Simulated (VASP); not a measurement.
HfC5:

```
CELL_PARAMETERS angstrom
4.85179 0.00000 0.00000
0.00000 4.85179 0.00000
0.00000 0.00000 3.80653
ATOMIC_POSITIONS crystal
Hf 0.50000 0.50000 0.50000
C 0.83864 0.83864 0.50000
C 0.16136 0.16136 0.50000
C 0.16136 0.83864 0.50000
C 0.83864 0.16136 0.50000
C 0.00000 0.00000 0.00000
```

| Property | Result |
| --- | --- |
| Program | VASP 6.6.1 |
| Task | relaxation of cell and atoms |
| Functional | PBE |
| Potentials or basis | VASP PAW PBE potentials, release 64 (Hf_pv, C) |
| Cutoff | 600 eV |
| k mesh | 4 × 4 × 4 |
| Occupations | gaussian, width 0.1 eV |
| Spin | no spin polarisation |

At the start: pressure -11.7 GPa; volume 14.93 Å³/atom.

Task: Where does the relaxation end?

Result: Over 8 steps the energy falls by 103.4 meV/atom and the volume is 12.96 Å³/atom (-13.2 %); space group P4/mmm (No. 123, to 0.05 Å).

The path:
| step | energy change (eV) | largest force (eV/Å) | pressure (GPa) | volume (Å³) |
| --- | --- | --- | --- | --- |
| 1 | 0.0000 | 1.4154 | -11.70 | 89.61 |
| 2 | 0.6223 | 6.3498 | 18.79 | 76.19 |
| 3 | -0.2976 | 0.6730 | -3.01 | 84.18 |
| 4 | -0.4752 | 0.2778 | -0.29 | 79.62 |
| 5 | -0.4984 | 0.6550 | 1.16 | 77.95 |
| 6 | -0.5973 | 0.3164 | 2.60 | 76.07 |
| 7 | -0.5989 | 0.2707 | 2.88 | 75.82 |
| 8 | -0.6205 | 0.0277 | -0.21 | 77.74 |

Final structure:
```yaml
crystal:
  lattice:
    - [4.78097, 0.00000, 0.00000]
    - [0.00000, 4.78097, 0.00000]
    - [0.00000, 0.00000, 3.40085]
  atoms:
    - { symbol: Hf, position: [0.50000, 0.50000, 0.50000] }
    - { symbol: C, position: [0.84140, 0.84140, 0.50000] }
    - { symbol: C, position: [0.15860, 0.15860, 0.50000] }
    - { symbol: C, position: [0.15860, 0.84140, 0.50000] }
    - { symbol: C, position: [0.84140, 0.15860, 0.50000] }
    - { symbol: C, position: [0.00000, 0.00000, 0.00000] }
```

Caveat: the k points lie up to 0.46 Å⁻¹ apart in the final cell.
